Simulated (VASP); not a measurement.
# KBr (Fm-3m) in VASP: further runs

KBr is run at these levels: PBE-based screened hybrid with 5 % exact exchange, PBE-based screened hybrid with 40 % exact exchange; tasks: single point.

All numbers are computed with VASP 6.6.1; they aren't measurements. Logs are shortened: lines on timing, memory, paths and dates and some standing lists are left out, and cuts for length are marked.

## 1. The cell of the first run

Symmetry: Fm-3m, No. 225, cubic system. Conventional cell: a = 6.604 Å, b = 6.604 Å, c = 6.604 Å, α = 90.00°, β = 90.00°, γ = 90.00°. K (site symmetry m-3m) has 6 Br at 3.30 Å within 4.3 Å. Within 4.3 Å of Br (site symmetry m-3m) lie 6 K at 3.30 Å.

## 2. Single point, PBE-based screened hybrid with 5 % exact exchange

Input file POSCAR:

```
KBr
1.0
    0.0000000000      3.3022478341      3.3022478341
    3.3022478341      0.0000000000      3.3022478341
    3.3022478341      3.3022478341      0.0000000000
K Br
1 1
Direct
    0.0000000000      0.0000000000      0.0000000000
    0.5000000000      0.5000000000      0.5000000000
```

Input file INCAR.step1:

```
SYSTEM = KBr
ALGO     = Normal         ! electronic algorithm
EDIFF    = 1E-5           ! SCF threshold, eV
ENCUT    = 520            ! plane-wave cutoff, eV
GGA      = PE             ! functional
ISIF     = 2              ! what is computed and relaxed
ISMEAR   = 0              ! smearing method
LASPH    = .True.         ! aspherical terms in the spheres
LCHARG   = .False.        ! write CHGCAR
LREAL    = .False.        ! projectors in reciprocal space
LWAVE    = .True.         ! write WAVECAR
NBANDS   = 15             ! bands
NELM     = 60             ! most SCF steps
PREC     = Accurate       ! precision mode
SIGMA    = 0.01           ! smearing width, eV
```

Input file INCAR.step2:

```
SYSTEM = KBr
AEXX     = 0.05           ! exact-exchange fraction
ALGO     = Normal         ! electronic algorithm
EDIFF    = 1E-7           ! SCF threshold, eV
ENCUT    = 520            ! plane-wave cutoff, eV
GGA      = PE             ! functional
HFSCREEN = 0.5            ! screening, 1/A
ISIF     = 2              ! what is computed and relaxed
ISMEAR   = 0              ! smearing method
ISTART   = 1            
LASPH    = .True.         ! aspherical terms in the spheres
LCHARG   = .False.        ! write CHGCAR
LHFCALC  = .True.         ! exact exchange
LREAL    = .False.        ! projectors in reciprocal space
LWAVE    = .False.        ! write WAVECAR
NBANDS   = 15             ! bands
NELM     = 60             ! most SCF steps
PREC     = Accurate       ! precision mode
PRECFOCK = Normal       
SIGMA    = 0.01           ! smearing width, eV
```

Input file KPOINTS:

```
k-points
0
Gamma
  4 4 4
  0 0 0
```

Potentials or basis: VASP PAW PBE potentials, release 64 (K_sv, Br).

Run with:

```sh
$ cat potpaw_PBE.64/K_sv/POTCAR potpaw_PBE.64/Br/POTCAR > POTCAR
$ cp INCAR.step1 INCAR
$ mpirun -np 1 vasp_std > vasp.out
$ cp INCAR.step2 INCAR
$ mpirun -np 1 vasp_std > vasp.out
```

OUTCAR:

```text
SYSTEM = KBr
   AEXX = 0.05
   EDIFF = 1E-7
   ENCUT = 520
   GGA = PE
   HFSCREEN = 0.5
   ISIF = 2
   ISMEAR = 0
   ISTART = 1
   LASPH = .True.
   LHFCALC = .True.
   LREAL = .False.
   NELM = 60
   PREC = Accurate
   PRECFOCK = Normal

 ion  position               nearest neighbor table
   1  0.000  0.000  0.000-   2 3.30   2 3.30   2 3.30   2 3.30   2 3.30   2 3.30
   2  0.500  0.500  0.500-   1 3.30   1 3.30   1 3.30   1 3.30   1 3.30   1 3.30

  LATTYP: Found a face centered cubic cell.
 ALAT       =     6.6044956682

  Lattice vectors:

 A1 = (   0.0000000000,   3.3022478341,   3.3022478341)
 A2 = (   3.3022478341,   0.0000000000,   3.3022478341)
 A3 = (   3.3022478341,   3.3022478341,   0.0000000000)

Analysis of symmetry for initial positions (statically):
=====================================================================
 Subroutine PRICEL returns:
 Original cell was already a primitive cell.

 Routine SETGRP: Setting up the symmetry group for a
 face centered cubic supercell.

 Subroutine GETGRP returns: Found 48 space group operations
 (whereof 48 operations were pure point group operations)
 out of a pool of 48 trial point group operations.

The static configuration has the point symmetry O_h .

Analysis of symmetry for dynamics (positions and initial velocities):
=====================================================================
 Subroutine PRICEL returns:
 Original cell was already a primitive cell.

 Routine SETGRP: Setting up the symmetry group for a
 face centered cubic supercell.

 Subroutine GETGRP returns: Found 48 space group operations
 (whereof 48 operations were pure point group operations)
 out of a pool of 48 trial point group operations.

The dynamic configuration has the point symmetry O_h .

 Subroutine INISYM returns: Found 48 space group operations
 (whereof 48 operations are pure point group operations),
 and found     1 'primitive' translations

----------------------------------------------------------------------------------------

                                     Primitive cell

  volume of cell :      72.0210

  direct lattice vectors                    reciprocal lattice vectors
     0.000000000  3.302247834  3.302247834    -0.151412015  0.151412015  0.151412015
     3.302247834  0.000000000  3.302247834     0.151412015 -0.151412015  0.151412015
     3.302247834  3.302247834  0.000000000     0.151412015  0.151412015 -0.151412015

  length of vectors
     4.670083673  4.670083673  4.670083673     0.262253304  0.262253304  0.262253304

  position of ions in fractional coordinates (direct lattice)
     0.000000000  0.000000000  0.000000000
     0.500000000  0.500000000  0.500000000

  ion indices of the primitive-cell ions
   primitive index   ion index
                 1           1
                 2           2

----------------------------------------------------------------------------------------

 KPOINTS: k-points

Automatic generation of k-mesh.
 Grid dimensions read from file:
 generate k-points for:    4    4    4

 Generating k-lattice:

  Cartesian coordinates                     Fractional coordinates (reciprocal lattice)
    -0.037853004  0.037853004  0.037853004     0.250000000  0.000000000  0.000000000
     0.037853004 -0.037853004  0.037853004     0.000000000  0.250000000  0.000000000
     0.037853004  0.037853004 -0.037853004     0.000000000  0.000000000  0.250000000

  Length of vectors
     0.065563326  0.065563326  0.065563326

  Shift w.r.t. Gamma in fractional coordinates (k-lattice)
     0.000000000  0.000000000  0.000000000

 Subroutine IBZKPT returns following result:
 ===========================================

 Found      8 irreducible k-points:

 Following reciprocal coordinates:
            Coordinates               Weight
  0.000000  0.000000  0.000000      1.000000
  0.250000  0.000000  0.000000      8.000000
  0.500000  0.000000  0.000000      4.000000
  0.250000  0.250000  0.000000      6.000000
  0.500000  0.250000  0.000000     24.000000
 -0.250000  0.250000  0.000000     12.000000
  0.500000  0.500000  0.000000      3.000000
 -0.250000  0.500000  0.250000      6.000000
   k-points           NKPTS =      8   k-points in BZ     NKDIM =     64   number of bands    NBANDS=     15
   number of dos      NEDOS =    301   number of ions     NIONS =      2
   total plane-waves  NPLWV =  46656
   dimension x,y,z NGX =    36 NGY =   36 NGZ =   36
   dimension x,y,z NGXF=    72 NGYF=   72 NGZF=   72
   ions per type =               1   1
   NGX,Y,Z   is equivalent  to a cutoff of  12.82, 12.82, 12.82 a.u.
   NGXF,Y,Z  is equivalent  to a cutoff of  25.63, 25.63, 25.63 a.u.
 SYSTEM =  KBr
   PREC   = accura    normal or accurate (medium, high low for compatibility)
   ISTART =      1    job   : 0-new  1-cont  2-samecut
   ICHARG =      0    charge: 1-file 2-atom 10-const
   ISPIN  =      1    spin polarized calculation?
   LNONCOLLINEAR =      F non collinear calculations
   LSORBIT =      F    spin-orbit coupling
   LASPH  =      T    aspherical Exc in radial PAW
   ENCUT  =  520.0 eV  38.22 Ry    6.18 a.u.   8.68  8.68  8.68*2*pi/ulx,y,z
   NELM   =     60;   NELMIN=  2; NELMDL=  0     # of ELM steps
   EDIFF  = 0.1E-06   stopping-criterion for ELM
   LREAL  =      F    real-space projection
   EDIFFG = 0.1E-05   stopping-criterion for IOM
   NSW    =      0    number of steps for IOM
   IBRION =     -1    ionic relax: 0-MD 1-quasi-New 2-CG
   NFREE  =      0    steps in history (QN), initial steepest desc. (CG)
   ISIF   =      2    stress and relaxation
   ISYM   =      3    0-nonsym 1-usesym 2-fastsym
   POTIM  = 0.5000    time-step for ionic-motion
   TEBEG  =    0.0;   TEEND  =   0.0 temperature during run
   PSTRESS=    0.0 pullay stress
   NELECT =      16.0000    total number of electrons
   NUPDOWN=      -1.0000    fix difference up-down
   EMIN   =  10.00;   EMAX   =-10.00  energy-range for DOS
   EFERMI =   0.00;   METHOD = LEGACY
   ISMEAR =     0;   SIGMA  =   0.01  broadening in eV -4-tet -1-fermi 0-gaus
   EFERMI_NEDOS =   21; number of points for ismear=-14 and -15
   IALGO  =     38    algorithm
   IMIX   =      1    mixing-type and parameters
     AMIX     =   0.40;   BMIX     =  1.00
     AMIX_MAG =   1.60;   BMIX_MAG =  1.00
  volume/ion in A,a.u.               =      36.01       243.01
  Fermi-wavevector in a.u.,A,eV,Ry     =   0.991506  1.873674 13.375661  0.983083
  Thomas-Fermi vector in A             =   2.123252
   LORBIT       =      0    0 simple, 1 ext, 2 COOP (PROOUT), +10 PAW based schemes
   GGA     = PE    functional components
   LHFCALC =     T    Hartree Fock is set to
   PRECFOCK=normal    Normal, Fast or Accurate (Low or Medium for compatibility)
   ENCUT4O =  -1.0   cutoff for four orbital integrals eV
   NKREDX  =     1    reduce k-point grid by
   NKREDY  =     1    reduce k-point grid by
   NKREDZ  =     1    reduce k-point grid by
   AEXX    =    0.0500 exact exchange contribution
   HFSCREEN=    0.5000 screening length (either q_TF or 0.3 A-1)
   HFSCREENC=   0.5000 screening length for correlation (either q_TF or 0.3 A-1)
   ENCUTFOCK=  -1.0 apply spherical cutoff to Coloumb kernel
   IVDW    =     0    specifies the selected vdW correction
   LEPSILON=     F    determine dielectric tensor
   LRPA    =     F    only Hartree local field effects (RPA)
 non-spin polarized calculation
 Gauss-broadening in eV      SIGMA  =   0.01
  energy-cutoff  :      520.00
  volume of cell :       72.02
 maximum number of plane-waves:      1964
 NGX is ok and might be reduce to    36
  NGX = 28; NGY = 28; NGZ = 28

 number of electron      15.9999997 magnetization

 Free energy of the ion-electron system (eV)
  ---------------------------------------------------
  ext. energy  EPLUGINS =         0.00000000
  ---------------------------------------------------
  free energy    TOTEN  =        -6.31762898 eV

  energy without entropy =       -6.31762898  energy(sigma->0) =       -6.31762898

 E-fermi :  -1.7846     XC(G=0):  -7.1979

 val. band max:       -1.8465418814   @ k =   0.0000   0.0000   0.0000
 cond. band min:       2.6991026841   @ k =   0.0000   0.0000   0.0000
 fundamental gap:      4.5456445655
 Fermi energy:        -1.7846043898

 k-point     1 :       0.0000    0.0000    0.0000
  band No.  band energies     occupation
      1     -30.0198      2.00000
      2     -14.3006      2.00000
      3     -13.2465      2.00000
      4     -13.2465      2.00000
      5     -13.2465      2.00000
      6      -1.8465      2.00000
      7      -1.8465      2.00000
      8      -1.8465      2.00000
      9       2.6991      0.00000
     10       5.8977      0.00000
     11       5.8977      0.00000
     12       5.8977      0.00000
     13       6.7377      0.00000
     14       6.7377      0.00000
     15       9.8659      0.00000

 k-point     2 :       0.2500    0.0000    0.0000
  band No.  band energies     occupation
      1     -30.0170      2.00000
      2     -14.3967      2.00000
      3     -13.2492      2.00000
      4     -13.2492      2.00000
      5     -13.1144      2.00000
      6      -2.5139      2.00000
      7      -2.0186      2.00000
      8      -2.0186      2.00000
      9       3.9505      0.00000
     10       5.7710      0.00000
     11       6.6053      0.00000
     12       6.6053      0.00000
     13       7.5103      0.00000
     14       7.5103      0.00000
     15      10.5383      0.00000
[... 77 lines left out ...]
      3     -13.3355      2.00000
      4     -13.2820      2.00000
      5     -13.2820      2.00000
      6      -2.6594      2.00000
      7      -2.1325      2.00000
      8      -2.1325      2.00000
      9       4.1415      0.00000
     10       5.4741      0.00000
     11       7.6928      0.00000
     12       7.7789      0.00000
     13       7.9982      0.00000
     14       9.1230      0.00000
     15       9.1230      0.00000

 k-point     8 :      -0.2500    0.5000    0.2500
  band No.  band energies     occupation
      1     -30.0126      2.00000
      2     -14.2981      2.00000
      3     -13.3086      2.00000
      4     -13.3086      2.00000
      5     -13.1505      2.00000
      6      -2.4330      2.00000
      7      -2.4330      2.00000
      8      -2.3814      2.00000
      9       5.6666      0.00000
     10       5.6666      0.00000
     11       6.5384      0.00000
     12       7.3116      0.00000
     13       8.9938      0.00000
     14       9.1491      0.00000
     15       9.3669      0.00000

------------------------ aborting loop because EDIFF is reached ----------------------------------------

  FORCE on cell =-STRESS in cart. coord.  units (eV):
  Direction    XX          YY          ZZ          XY          YZ          ZX
  --------------------------------------------------------------------------------------
  -------------------------------------------------------------------------------------
  Total        0.3058452      0.3058452      0.3058452      0.0000000     -0.0000000      0.0000000
  in kB        6.8038273      6.8038273      6.8038273      0.0000000     -0.0000000      0.0000000
  external PRESSURE =       6.8038273 kB  Pullay stress =       0.0000000 kB

 VOLUME and BASIS-vectors are now :
 -----------------------------------------------------------------------------
  energy-cutoff  :      520.00
  volume of cell :       72.02
      direct lattice vectors                 reciprocal lattice vectors
     0.000000000  3.302247834  3.302247834    -0.151412015  0.151412015  0.151412015
     3.302247834  0.000000000  3.302247834     0.151412015 -0.151412015  0.151412015
     3.302247834  3.302247834  0.000000000     0.151412015  0.151412015 -0.151412015

 POSITION                                       TOTAL-FORCE (eV/Angst)
 -----------------------------------------------------------------------------------
      0.00000      0.00000      0.00000         0.000000     -0.000000      0.000000
      3.30225      3.30225      3.30225        -0.000000      0.000000     -0.000000
 -----------------------------------------------------------------------------------
    total drift:                                0.000000      0.000000      0.000000

  FREE ENERGIE OF THE ION-ELECTRON SYSTEM (eV)
  ---------------------------------------------------
  free  energy   TOTEN  =        -6.3176289839 eV

  energy  without entropy=       -6.3176289839  energy(sigma->0) =       -6.31762898
```

Wall time 12 min (1 thread of Intel Xeon 8259CL, shared host); peak memory 0.32 GiB.

What came out:

```yaml
Free_energy: -6.3176 eV
Pressure: 0.7 GPa
Band_gap_on_the_k_mesh: 4.55 eV
```

Levels at points of the mesh, in eV from the valence-band top:
```tsv
k point	band 6	band 7	band 8	band 9	band 10	band 11
(0.00, 0.00, 0.00)	0.00	0.00	0.00	4.55	7.74	7.74
(0.50, 0.00, 0.00)	-1.17	-0.33	-0.33	6.70	8.37	9.94
(0.50, 0.50, 0.00)	-0.81	-0.29	-0.29	5.99	7.32	9.54
```

Caveat: the PAW data sets were made with another functional, which shifts forces and pressure a little.

## 3. Single point, PBE-based screened hybrid with 40 % exact exchange

POSCAR is that of step 2.

Input file INCAR.step1:

```
PREC = Accurate
ENCUT = 520
EDIFF = 1E-5
ISMEAR = 0
SIGMA = 0.01
LREAL = False
LASPH = True
NELM = 80
ALGO = Normal
ISIF = 2
LWAVE = True
GGA = PE
NBANDS = 15
```

Input file INCAR.step2:

```
PREC = Accurate
ENCUT = 520
EDIFF = 1E-7
ISMEAR = 0
SIGMA = 0.01
LREAL = False
LASPH = True
NELM = 80
ALGO = Normal
ISIF = 2
LWAVE = False
LCHARG = True
GGA = PE
LHFCALC = True
AEXX = 0.4
HFSCREEN = 0.1
PRECFOCK = Normal
LELF = True
LVHAR = True
ISTART = 1
NBANDS = 15
```

Input file KPOINTS:

```
regular mesh
0
Gamma
  4 4 4
```

Potentials or basis: VASP PAW PBE potentials, release 64 (K_sv, Br).

Run with:

```sh
$ cat potpaw_PBE.64/K_sv/POTCAR potpaw_PBE.64/Br/POTCAR > POTCAR
$ cp INCAR.step1 INCAR
$ mpirun -np 1 vasp_std > vasp.out
$ cp INCAR.step2 INCAR
$ mpirun -np 1 vasp_std > vasp.out
```

It took 20 min on 1 thread of Intel Xeon 8259CL, shared host; peak memory 0.32 GiB.

It converged, with:

- Free energy: -8.1597 eV
- Pressure: 0.2 GPa
- Band gap on the k mesh: 6.87 eV

Levels at points of the mesh, in eV from the valence-band top:
```
           k point  band 6  band 7  band 8  band 9  band 10  band 11
(0.00, 0.00, 0.00)    0.00    0.00    0.00    6.87    10.39    10.39
(0.50, 0.00, 0.00)   -1.28   -0.36   -0.36    9.02    10.99    12.77
(0.50, 0.50, 0.00)   -0.92   -0.33   -0.33    8.37     9.87    12.12
```

Caveat: the PAW data sets were made with another functional, which shifts forces and pressure a little.
